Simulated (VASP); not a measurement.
# CsIrO3 (Pm-3m) in VASP: single point with LDA

Aim: the single point of CsIrO3 with LDA.

Everything below comes from runs of VASP 6.6.1. Logs are shortened: lines on timing, memory, paths and dates and some standing lists are left out, and cuts for length are marked.

**1. The cell of the first run**

Symmetry: Pm-3m, No. 221, cubic system. The conventional cell has a = 3.976 Å, b = 3.976 Å, c = 3.976 Å, α = 90.00°, β = 90.00°, γ = 90.00°. Within 3.7 Å of Cs (site symmetry m-3m) lie 12 O at 2.81 Å and 8 Ir at 3.44 Å. Within 2.6 Å of Ir (site symmetry m-3m) lie 6 O at 1.99 Å. O (site symmetry 4/mmm) has 2 Ir at 1.99 Å within 2.6 Å.

**2. Single point, LDA, collinear spin**

The input, INCAR:

```
SYSTEM = CsIrO3
PREC = Accurate
ENCUT = 700
EDIFF = 1E-6
ISMEAR = -1
SIGMA = 0.02
LREAL = .FALSE.
LASPH = .TRUE.
NELM = 200
ALGO = Normal
ISIF = 2
LWAVE = .FALSE.
LCHARG = .TRUE.
ISPIN = 2
MAGMOM = 0 0.5 0 0 0
LORBIT = 11
LMAXMIX = 4
GGA = CA
LELF = .TRUE.
LVHAR = .TRUE.
NBANDS = 34
GGA_COMPAT = .FALSE.
```

The input, KPOINTS:

```
Automatic mesh
0
G
  11 11 11
  0 0 0
```

The input, POSCAR:

```
CsIrO3
1.0
    3.9756552620      0.0000000000      0.0000000000
    0.0000000000      3.9756552620      0.0000000000
    0.0000000000      0.0000000000      3.9756552620
Cs Ir O
1 1 3
Direct
    0.0000000000      0.0000000000      0.0000000000
    0.5000000000      0.5000000000      0.5000000000
    0.5000000000      0.5000000000      0.0000000000
    0.0000000000      0.5000000000      0.5000000000
    0.5000000000      0.0000000000      0.5000000000
```

Potentials or basis: VASP PAW LDA potentials, release 64 (Cs_sv, Ir_sv_GW, O).

Launch:

```
$ cat potpaw_LDA.64/Cs_sv/POTCAR potpaw_LDA.64/Ir_sv_GW/POTCAR potpaw_LDA.64/O/POTCAR > POTCAR
$ mpirun -np 1 vasp_std > vasp.out
```

OUTCAR:

```text
SYSTEM = CsIrO3
   PREC = Accurate
   ENCUT = 700
   EDIFF = 1E-6
   ISMEAR = -1
   LREAL = .FALSE.
   LASPH = .TRUE.
   NELM = 200
   ISIF = 2
   ISPIN = 2
   LORBIT = 11
   GGA = CA

 ion  position               nearest neighbor table
   1  0.000  0.000  0.000-
   2  0.500  0.500  0.500-   3 1.99   4 1.99   5 1.99   3 1.99   5 1.99   4 1.99
   3  0.500  0.500  0.000-   2 1.99   2 1.99
   4  0.000  0.500  0.500-   2 1.99   2 1.99
   5  0.500  0.000  0.500-   2 1.99   2 1.99

  LATTYP: Found a simple cubic cell.
 ALAT       =     3.9756552620

  Lattice vectors:

 A1 = (   3.9756552620,   0.0000000000,   0.0000000000)
 A2 = (   0.0000000000,   3.9756552620,   0.0000000000)
 A3 = (   0.0000000000,   0.0000000000,   3.9756552620)

Analysis of symmetry for initial positions (statically):
=====================================================================
 Subroutine PRICEL returns:
 Original cell was already a primitive cell.

 Routine SETGRP: Setting up the symmetry group for a
 simple cubic supercell.

 Subroutine GETGRP returns: Found 48 space group operations
 (whereof 48 operations were pure point group operations)
 out of a pool of 48 trial point group operations.

The static configuration has the point symmetry O_h .

Analysis of symmetry for dynamics (positions and initial velocities):
=====================================================================
 Subroutine PRICEL returns:
 Original cell was already a primitive cell.

 Routine SETGRP: Setting up the symmetry group for a
 simple cubic supercell.

 Subroutine GETGRP returns: Found 48 space group operations
 (whereof 48 operations were pure point group operations)
 out of a pool of 48 trial point group operations.

The dynamic configuration has the point symmetry O_h .

Analysis of structural, dynamic, and magnetic symmetry:
=====================================================================
 Subroutine PRICEL returns:
 Original cell was already a primitive cell.

 Routine SETGRP: Setting up the symmetry group for a
 simple cubic supercell.

 Subroutine GETGRP returns: Found 48 space group operations
 (whereof 48 operations were pure point group operations)
 out of a pool of 48 trial point group operations.

The overall configuration has the point symmetry O_h .

 Subroutine INISYM returns: Found 48 space group operations
 (whereof 48 operations are pure point group operations),
 and found     1 'primitive' translations

----------------------------------------------------------------------------------------

                                     Primitive cell

  volume of cell :      62.8386

  direct lattice vectors                    reciprocal lattice vectors
     3.975655262  0.000000000  0.000000000     0.251530863  0.000000000  0.000000000
     0.000000000  3.975655262  0.000000000     0.000000000  0.251530863  0.000000000
     0.000000000  0.000000000  3.975655262     0.000000000  0.000000000  0.251530863

  length of vectors
     3.975655262  3.975655262  3.975655262     0.251530863  0.251530863  0.251530863

  position of ions in fractional coordinates (direct lattice)
     0.000000000  0.000000000  0.000000000
     0.500000000  0.500000000  0.500000000
     0.500000000  0.500000000  0.000000000
     0.000000000  0.500000000  0.500000000
     0.500000000  0.000000000  0.500000000

  ion indices of the primitive-cell ions
   primitive index   ion index
                 1           1
                 2           2
                 3           3
                 4           4
                 5           5

----------------------------------------------------------------------------------------

 KPOINTS: Automatic mesh

Automatic generation of k-mesh.
 Grid dimensions read from file:
 generate k-points for:   11   11   11

 Generating k-lattice:

  Cartesian coordinates                     Fractional coordinates (reciprocal lattice)
     0.022866442  0.000000000  0.000000000     0.090909091  0.000000000  0.000000000
     0.000000000  0.022866442  0.000000000     0.000000000  0.090909091  0.000000000
     0.000000000  0.000000000  0.022866442     0.000000000  0.000000000  0.090909091

  Length of vectors
     0.022866442  0.022866442  0.022866442

  Shift w.r.t. Gamma in fractional coordinates (k-lattice)
     0.000000000  0.000000000  0.000000000

 Subroutine IBZKPT returns following result:
 ===========================================

 Found     56 irreducible k-points:

 Following reciprocal coordinates:
            Coordinates               Weight
  0.000000  0.000000  0.000000      1.000000
  0.090909  0.000000  0.000000      6.000000
  0.181818  0.000000  0.000000      6.000000
  0.272727  0.000000  0.000000      6.000000
  0.363636  0.000000  0.000000      6.000000
  0.454545  0.000000  0.000000      6.000000
[... 16 lines left out ...]
  0.181818  0.090909  0.090909     24.000000
  0.272727  0.090909  0.090909     24.000000
 [... further k-points ...]
   k-points           NKPTS =     56   k-points in BZ     NKDIM =     56   number of bands    NBANDS=     34
   number of dos      NEDOS =    301   number of ions     NIONS =      5
   total plane-waves  NPLWV =  46656
   dimension x,y,z NGX =    36 NGY =   36 NGZ =   36
   dimension x,y,z NGXF=    72 NGYF=   72 NGZF=   72
   ions per type =               1   1   3
   NGX,Y,Z   is equivalent  to a cutoff of  15.05, 15.05, 15.05 a.u.
   NGXF,Y,Z  is equivalent  to a cutoff of  30.11, 30.11, 30.11 a.u.
 SYSTEM =  CsIrO3
   PREC   = accura    normal or accurate (medium, high low for compatibility)
   ISTART =      0    job   : 0-new  1-cont  2-samecut
   ICHARG =      2    charge: 1-file 2-atom 10-const
   ISPIN  =      2    spin polarized calculation?
   LNONCOLLINEAR =      F non collinear calculations
   LSORBIT =      F    spin-orbit coupling
   LASPH  =      T    aspherical Exc in radial PAW
   ENCUT  =  700.0 eV  51.45 Ry    7.17 a.u.   8.58  8.58  8.58*2*pi/ulx,y,z
   NELM   =    200;   NELMIN=  2; NELMDL= -5     # of ELM steps
   EDIFF  = 0.1E-05   stopping-criterion for ELM
   LREAL  =      F    real-space projection
[... 7 lines left out ...]
   TEBEG  =    0.0;   TEEND  =   0.0 temperature during run
   PSTRESS=    0.0 pullay stress
   NELECT =      44.0000    total number of electrons
   NUPDOWN=      -1.0000    fix difference up-down
   EMIN   =  10.00;   EMAX   =-10.00  energy-range for DOS
   EFERMI =   0.00;   METHOD = LEGACY
   ISMEAR =    -1;   SIGMA  =   0.02  broadening in eV -4-tet -1-fermi 0-gaus
   EFERMI_NEDOS =   21; number of points for ismear=-14 and -15
   IALGO  =     38    algorithm
   IMIX   =      4    mixing-type and parameters
     AMIX     =   0.40;   BMIX     =  1.00
     AMIX_MAG =   1.60;   BMIX_MAG =  1.00
  volume/ion in A,a.u.               =      12.57        84.81
  Fermi-wavevector in a.u.,A,eV,Ry     =   1.453730  2.747151 28.753602  2.113330
  Thomas-Fermi vector in A             =   2.570962
   LORBIT       =     11    0 simple, 1 ext, 2 COOP (PROOUT), +10 PAW based schemes
   GGA     = CA    functional components
   LHFCALC =     F    Hartree Fock is set to
   AEXX    =    0.0000 exact exchange contribution
   IVDW    =     0    specifies the selected vdW correction
   LEPSILON=     F    determine dielectric tensor
   LRPA    =     F    only Hartree local field effects (RPA)
 spin polarized calculation
  energy-cutoff  :      700.00
  volume of cell :       62.84
 maximum number of plane-waves:      2665
 NGX is ok and might be reduce to    36
   NGX = 17   NGY = 17   NGZ = 17

 number of electron      44.0000007 magnetization       0.1176420

 Free energy of the ion-electron system (eV)
  ---------------------------------------------------
  ext. energy  EPLUGINS =         0.00000000
  ---------------------------------------------------
  free energy    TOTEN  =       -33.23333375 eV

  energy without entropy =      -33.22557129  energy(sigma->0) =      -33.22945252

 E-fermi :   5.4585     XC(G=0): -12.2810

 val. band max:        5.4569764279   @ k =   0.4545   0.2727   0.0909
 cond. band min:       5.4622810699   @ k =   0.0909   0.0000   0.0000
 fundamental gap:      0.0053046420
 Fermi energy:         5.4584924735

 spin component 1

 k-point     1 :       0.0000    0.0000    0.0000
  band No.  band energies     occupation
      1     -88.3924      1.00000
      2     -45.3797      1.00000
      3     -45.3797      1.00000
      4     -45.3797      1.00000
      5     -15.2954      1.00000
      6     -12.8411      1.00000
[... 26 lines left out ...]
     33      21.0054      0.00000
     34      21.0054      0.00000

 k-point     2 :       0.0909    0.0000    0.0000
  band No.  band energies     occupation
      1     -88.3925      1.00000
      2     -45.3804      1.00000
      3     -45.3797      1.00000
      4     -45.3797      1.00000
      5     -15.2462      1.00000
      6     -12.8388      1.00000
[... 26 lines left out ...]
     33      21.0515      0.00000
     34      21.0833      0.00000

 k-point     3 :       0.1818    0.0000    0.0000
  band No.  band energies     occupation
      1     -88.3925      1.00000
      2     -45.3821      1.00000
      3     -45.3796      1.00000
      4     -45.3796      1.00000
      5     -15.1025      1.00000
      6     -12.8462      1.00000
[... 26 lines left out ...]
     33      21.2165      0.00000
     34      21.3257      0.00000
[... 704 lines left out ...]
 k-point    23 :       0.1818    0.0909    0.0909
  band No.  band energies     occupation
      1     -88.3925      1.00000
      2     -45.3820      1.00000
      3     -45.3802      1.00000
      4     -45.3802      1.00000
      5     -15.0087      1.00000
      6     -12.8027      1.00000
[... 26 lines left out ...]
     33      20.5526      0.00000
     34      21.1920      0.00000

 k-point    24 :       0.2727    0.0909    0.0909
  band No.  band energies     occupation
      1     -88.3925      1.00000
      2     -45.3843      1.00000
      3     -45.3801      1.00000
      4     -45.3800      1.00000
      5     -14.7889      1.00000
      6     -12.9638      1.00000
[... 26 lines left out ...]
     33      20.3141      0.00000
     34      21.6697      0.00000

 [... further k-points ...]

 spin component 2

 k-point     1 :       0.0000    0.0000    0.0000
  band No.  band energies     occupation
      1     -88.3639      1.00000
      2     -45.3464      1.00000
      3     -45.3464      1.00000
      4     -45.3464      1.00000
      5     -15.2825      1.00000
      6     -12.8130      1.00000
[... 26 lines left out ...]
     33      21.0237      0.00000
     34      21.0237      0.00000

 k-point     2 :       0.0909    0.0000    0.0000
  band No.  band energies     occupation
      1     -88.3640      1.00000
      2     -45.3471      1.00000
      3     -45.3464      1.00000
      4     -45.3464      1.00000
      5     -15.2334      1.00000
      6     -12.8107      1.00000
[... 26 lines left out ...]
     33      21.0599      0.00000
     34      21.1010      0.00000

 k-point     3 :       0.1818    0.0000    0.0000
  band No.  band energies     occupation
      1     -88.3640      1.00000
      2     -45.3489      1.00000
      3     -45.3463      1.00000
      4     -45.3463      1.00000
      5     -15.0900      1.00000
      6     -12.8200      1.00000
[... 26 lines left out ...]
     33      21.2198      0.00000
     34      21.3417      0.00000
[... 704 lines left out ...]
 k-point    23 :       0.1818    0.0909    0.0909
  band No.  band energies     occupation
      1     -88.3640      1.00000
      2     -45.3488      1.00000
      3     -45.3469      1.00000
      4     -45.3469      1.00000
      5     -14.9964      1.00000
      6     -12.7760      1.00000
[... 26 lines left out ...]
     33      20.5689      0.00000
     34      21.2075      0.00000

 k-point    24 :       0.2727    0.0909    0.0909
  band No.  band energies     occupation
      1     -88.3640      1.00000
      2     -45.3511      1.00000
      3     -45.3468      1.00000
      4     -45.3468      1.00000
      5     -14.7772      1.00000
      6     -12.9405      1.00000
[... 26 lines left out ...]
     33      20.3284      0.00000
     34      21.6831      0.00000

 [... further k-points ...]
[... 5 lines left out ...]
  --------------------------------------------------------------------------------------
  -------------------------------------------------------------------------------------
  Total        0.3218663      0.3218663      0.3218663     -0.0000000     -0.0000000      0.0000000
  in kB        8.2065382      8.2065382      8.2065382     -0.0000000     -0.0000000      0.0000000
  external PRESSURE =       8.2065382 kB  Pullay stress =       0.0000000 kB

 VOLUME and BASIS-vectors are now :
 -----------------------------------------------------------------------------
  energy-cutoff  :      700.00
  volume of cell :       62.84
      direct lattice vectors                 reciprocal lattice vectors
     3.975655262  0.000000000  0.000000000     0.251530863  0.000000000  0.000000000
     0.000000000  3.975655262  0.000000000     0.000000000  0.251530863  0.000000000
     0.000000000  0.000000000  3.975655262     0.000000000  0.000000000  0.251530863

 POSITION                                       TOTAL-FORCE (eV/Angst)
 -----------------------------------------------------------------------------------
      0.00000      0.00000      0.00000         0.000000      0.000000      0.000000
      1.98783      1.98783      1.98783         0.000000      0.000000      0.000000
      1.98783      1.98783      0.00000         0.000000      0.000000      0.000000
      0.00000      1.98783      1.98783         0.000000      0.000000      0.000000
      1.98783      0.00000      1.98783         0.000000      0.000000      0.000000
 -----------------------------------------------------------------------------------
    total drift:                                0.000000      0.000000      0.000000

  FREE ENERGIE OF THE ION-ELECTRON SYSTEM (eV)
  ---------------------------------------------------
  free  energy   TOTEN  =       -33.2333337461 eV

  energy  without entropy=      -33.2255712856  energy(sigma->0) =      -33.22945252

 total charge

# of ion       s       p       d       f       tot
--------------------------------------------------
    1        1.838   4.705   0.131   0.000   6.674
    2        3.521   6.123   6.063   0.071  15.778
    3        1.546   3.413   0.000   0.000   4.959
    4        1.546   3.413   0.000   0.000   4.959
    5        1.546   3.413   0.000   0.000   4.959
--------------------------------------------------
tot          9.997  21.067   6.194   0.071  37.329

 magnetization (x)

# of ion       s       p       d       f       tot
--------------------------------------------------
    1        0.000   0.002   0.000   0.000   0.002
    2        0.001   0.000   0.054   0.000   0.055
    3        0.000   0.017   0.000   0.000   0.017
    4        0.000   0.017   0.000   0.000   0.017
    5        0.000   0.017   0.000   0.000   0.017
--------------------------------------------------
tot          0.001   0.052   0.054   0.000   0.108
```

It took 4.1 min on 1 thread of Intel Xeon Platinum 8259CL at 2.50GHz (Skylake/Cascade Lake), shared host; peak memory 0.39 GiB.

What came out:

| Property | Result |
| --- | --- |
| Free energy | -33.2333 eV |
| Pressure | 0.8 GPa |
| Net moment | 0.12 μB per cell |
| Site moments | Cs +0.00; Ir +0.06; O +0.02 μB |
| Valence electrons inside the program's atomic spheres | Cs 6.67; Ir 15.78; O 4.96 |

Caveat: spin-orbit coupling is left out, which moves the levels of the heavy elements.
